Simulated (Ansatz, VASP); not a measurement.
K2Ge: VASP beside Ansatz

```
CELL_PARAMETERS angstrom
5.84767 0.00000 0.00000
-2.92383 5.06423 0.00000
0.00000 0.00000 3.35372
ATOMIC_POSITIONS crystal
K 0.66667 0.33333 0.50000
K 0.33333 0.66667 0.50000
Ge 0.00000 0.00000 0.00000
```

Change from the starting cell: species swapped into the GdSi2 type (P6/mmm, No. 191).

Alike in both runs: functional PBE; k mesh 12 × 12 × 14; occupations gaussian, width 0.1 eV; no spin polarisation.

Ansatz relaxed the structure, and its values are those at the end. VASP's run is a single point on that final structure, the one shown.

|  | VASP | Ansatz |
| --- | --- | --- |
| version | VASP 6.6.1 | Ansatz 0.2.0 |
| potentials or method | VASP PAW PBE potentials, release 64 (K_sv, Ge_d), cutoff 520 eV | scalar-relativistic, plane waves, PAW |
| valence electrons in the cell | 32 | 32 |

|  | VASP | Ansatz | Ansatz less VASP |
| --- | --- | --- | --- |
| gap on the k mesh at the Fermi level (eV) | none | none | - |
| pressure (GPa) | 0.0 | 0.0 | -0.05 |

A gap of «none» marks a metal or a gap that the smearing closes.
